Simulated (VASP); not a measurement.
# HgTe (Cmcm) in VASP: a series of runs, part 2 of 2

VASP 6.6.1. Earlier steps stand in the parts before.

### 5 Single point, LDA

This run uses another cell than the first one, of 29.48 Å³/atom, 0.925 times its volume.

Input file INCAR:

```
ALGO = Normal
EDIFF = 1E-6
ENCUT = 520
GGA = CA
ISIF = 2
ISMEAR = -1
LASPH = True
LCHARG = True
LELF = True
LREAL = False
LVHAR = True
LWAVE = False
NBANDS = 26
NELM = 80
PREC = Accurate
SIGMA = 0.05
```

Input file KPOINTS:

```
k-points
0
Gamma
  6 6 5
```

Input file POSCAR:

```
HgTe
1.0
    2.9724333814     -3.4436603190      0.0000000000
    2.9724333814      3.4436603190      0.0000000000
    0.0000000000      0.0000000000      5.7592420221
Hg Te
2 2
Direct
    0.6569500000      0.3430500000      0.2500000000
    0.3430500000      0.6569500000      0.7500000000
    0.2151910000      0.7848090000      0.2500000000
    0.7848090000      0.2151910000      0.7500000000
```

Potentials or basis: VASP PAW LDA potentials, release 64 (Hg, Te).

Launch:

```
$ cat potpaw_LDA.64/Hg/POTCAR potpaw_LDA.64/Te/POTCAR > POTCAR
$ mpirun -np 1 vasp_std > vasp.out
```

OUTCAR:

```text
EDIFF = 1E-6
   ENCUT = 520
   GGA = CA
   ISIF = 2
   ISMEAR = -1
   LASPH = True
   LREAL = False
   NELM = 80
   PREC = Accurate

 ion  position               nearest neighbor table
   1  0.657  0.343  0.250-   3 3.00   3 3.00   4 3.01   4 3.01   3 3.04   2 3.60   2 3.60
   2  0.343  0.657  0.750-   4 3.00   4 3.00   3 3.01   3 3.01   4 3.04   1 3.60   1 3.60
   3  0.215  0.785  0.250-   1 3.00   1 3.00   2 3.01   2 3.01   1 3.04
   4  0.785  0.215  0.750-   2 3.00   2 3.00   1 3.01   1 3.01   2 3.04

[... 900 lines left out ...]
  --------------------------------------------------------------------------------------
  -------------------------------------------------------------------------------------
  Total       -3.1039175     -2.6161783     -3.1325354      0.0000000      0.0000000      0.0000000
  in kB      -42.1786805    -35.5508637    -42.5675655      0.0000000      0.0000000      0.0000000
  external PRESSURE =     -40.0990366 kB  Pullay stress =       0.0000000 kB

 VOLUME and BASIS-vectors are now :
 -----------------------------------------------------------------------------
  energy-cutoff  :      520.00
  volume of cell :      117.90
      direct lattice vectors                 reciprocal lattice vectors
     2.972433381 -3.443660319  0.000000000     0.168212349 -0.145194344  0.000000000
     2.972433381  3.443660319  0.000000000     0.168212349  0.145194344  0.000000000
     0.000000000  0.000000000  5.759242022     0.000000000  0.000000000  0.173633960

 POSITION                                       TOTAL-FORCE (eV/Angst)
 -----------------------------------------------------------------------------------
      2.97243     -1.08096      1.43981         0.000000     -0.009419     -0.000000
      2.97243      1.08096      4.31943         0.000000      0.009419      0.000000
      2.97243      1.96157      1.43981         0.000000     -0.207653      0.000000
      2.97243     -1.96157      4.31943         0.000000      0.207653      0.000000
 -----------------------------------------------------------------------------------
    total drift:                                0.000000     -0.000000     -0.000000

  FREE ENERGIE OF THE ION-ELECTRON SYSTEM (eV)
  ---------------------------------------------------
  free  energy   TOTEN  =        -9.5639117311 eV

  energy  without entropy=       -9.5510020953  energy(sigma->0) =       -9.55745691
```

OSZICAR:

```text
N       E                     dE             d eps       ncg     rms          rms(c)
DAV:   1     0.233704181674E+03    0.23370E+03   -0.16017E+04  2028   0.123E+03
DAV:   2     0.189824993007E+01   -0.23181E+03   -0.22272E+03  2172   0.286E+02
DAV:   3    -0.982360369137E+01   -0.11722E+02   -0.11524E+02  2384   0.640E+01
DAV:   4    -0.997516604886E+01   -0.15156E+00   -0.15131E+00  2480   0.639E+00
DAV:   5    -0.997696979271E+01   -0.18037E-02   -0.18037E-02  2388   0.695E-01    0.967E+00
DAV:   6    -0.958322742761E+01    0.39374E+00   -0.92463E-01  2188   0.983E+00    0.754E+00
DAV:   7    -0.956936508103E+01    0.13862E-01   -0.21088E-01  2202   0.240E+00    0.267E+00
DAV:   8    -0.956441367987E+01    0.49514E-02   -0.24529E-02  2124   0.148E+00    0.482E-01
DAV:   9    -0.956393471561E+01    0.47896E-03   -0.30427E-03  2264   0.512E-01    0.857E-02
DAV:  10    -0.956390980397E+01    0.24912E-04   -0.19444E-04  2166   0.139E-01    0.460E-02
DAV:  11    -0.956392065401E+01   -0.10850E-04   -0.99495E-05  2192   0.804E-02    0.420E-02
DAV:  12    -0.956391141940E+01    0.92346E-05   -0.37903E-05  2108   0.600E-02    0.183E-02
DAV:  13    -0.956391173112E+01   -0.31171E-06   -0.31694E-06  2092   0.812E-03
   1 F= -.95639117E+01 E0= -.95574569E+01  d E =-.129096E-01
```

It took 53 s on 1 thread of Intel Xeon 6975P-C (Granite Rapids), shared host; peak memory 0.25 GiB.

Results:

| Property | Result |
| --- | --- |
| Free energy | -9.5639 eV |
| Pressure | -4.0 GPa |
| Largest force | 0.208 eV/Å |
| Band gap on the k mesh | zero (band 18 reaches 4.25 eV, above the bottom of band 19 at 2.12 eV) |

Forces in eV/Å, atoms in the order of the input:
```
Hg   0.000 -0.009  0.000
Hg   0.000  0.009  0.000
Te   0.000 -0.208  0.000
Te   0.000  0.208  0.000
```

Caveat: spin-orbit coupling is left out, which moves the levels of the heavy elements.

### 6 Single point, LDA

This run uses another cell than the first one, of 30.08 Å³/atom, 0.943 times its volume.

Input file INCAR:

```
SYSTEM = HgTe
PREC = Accurate
ENCUT = 520
EDIFF = 1E-6
ISMEAR = -1
SIGMA = 0.05
LREAL = .False.
LASPH = .True.
NELM = 80
ALGO = Normal
ISIF = 2
LWAVE = .False.
LCHARG = .False.
GGA = CA
NBANDS = 26
```

Input file KPOINTS:

```
Automatic mesh
0
Gamma
  6 6 5
  0 0 0
```

Input file POSCAR:

```
HgTe
1.0
    2.9925180000     -3.4669290000      0.0000000000
    2.9925180000      3.4669290000      0.0000000000
    0.0000000000      0.0000000000      5.7981570000
Hg Te
2 2
Direct
    0.6569500000      0.3430500000      0.2500000000
    0.3430500000      0.6569500000      0.7500000000
    0.2151910000      0.7848090000      0.2500000000
    0.7848090000      0.2151910000      0.7500000000
```

Potentials or basis: VASP PAW LDA potentials, release 64 (Hg, Te).

Launch:

```
$ cat potpaw_LDA.64/Hg/POTCAR potpaw_LDA.64/Te/POTCAR > POTCAR
$ mpirun -np 1 vasp_std > vasp.out
```

Run time: 48 s. Hardware: 1 thread of Intel Xeon 6975P-C (Granite Rapids), shared host; peak memory 0.26 GiB.

It converged, with:

```
Free energy            : -9.4986 eV
Pressure               : -4.8 GPa
Largest force          : 0.259 eV/Å
Band gap on the k mesh : zero (band 18 reaches 4.01 eV, above the bottom of band 19 at 1.97 eV)
```

Forces in eV/Å, atoms in the order of the input:
```
Hg   0.000  0.003  0.000
Hg   0.000 -0.003  0.000
Te   0.000 -0.259  0.000
Te   0.000  0.259  0.000
```

Stress tensor (GPa, compression positive):
```
-5.04  0.00  0.00
 0.00 -4.13  0.00
 0.00  0.00 -5.09
```

Levels at points of the mesh, in eV from the Fermi level:
| k point | band 15 | band 16 | band 17 | band 18 | band 19 | band 20 | band 21 | band 22 |
| --- | --- | --- | --- | --- | --- | --- | --- | --- |
| (0.00, 0.00, 0.00) | -2.55 | -2.42 | -0.92 | -0.42 | -0.31 | -0.02 | 4.16 | 5.17 |
| (0.50, 0.00, 0.00) | -2.32 | -1.82 | -0.75 | -0.44 | 1.48 | 2.51 | 2.96 | 4.49 |
| (0.50, 0.50, 0.00) | -1.98 | -1.90 | -1.72 | -1.68 | -1.64 | -1.33 | 3.32 | 5.35 |

Caveat: spin-orbit coupling is left out, which moves the levels of the heavy elements.

### 7 Overview

| cell | gap on the mesh (eV) | pressure (GPa) | largest force (eV/Å) |
| --- | --- | --- | --- |
| a = 4.670, b = 4.670, c = 5.912 Å, angles 90.0, 90.0, 98.4°, 4 atoms | none | -6.4 | 0.39 |
| a = 4.486, b = 4.486, c = 5.680 Å, angles 90.0, 90.0, 98.4°, 4 atoms | none | -2.1 | 0.09 |
| a = 4.518, b = 4.518, c = 5.720 Å, angles 90.0, 90.0, 98.4°, 4 atoms | none | -3.1 | 0.15 |
| a = 4.549, b = 4.549, c = 5.759 Å, angles 90.0, 90.0, 98.4°, 4 atoms | none | -4.0 | 0.21 |
| a = 4.580, b = 4.580, c = 5.798 Å, angles 90.0, 90.0, 98.4°, 4 atoms | none | -4.8 | 0.26 |

Alike in all rows: task single point; level LDA; potentials or basis VASP PAW LDA potentials, release 64 (Hg, Te); no spin polarisation; k mesh 6 × 6 × 5; cutoff (eV) 520; smearing fermi-dirac 0.05 eV.

Caveats: spin-orbit coupling is left out, which moves the levels of the heavy elements.

Absolute energies hang on the potentials; compare differences alone.
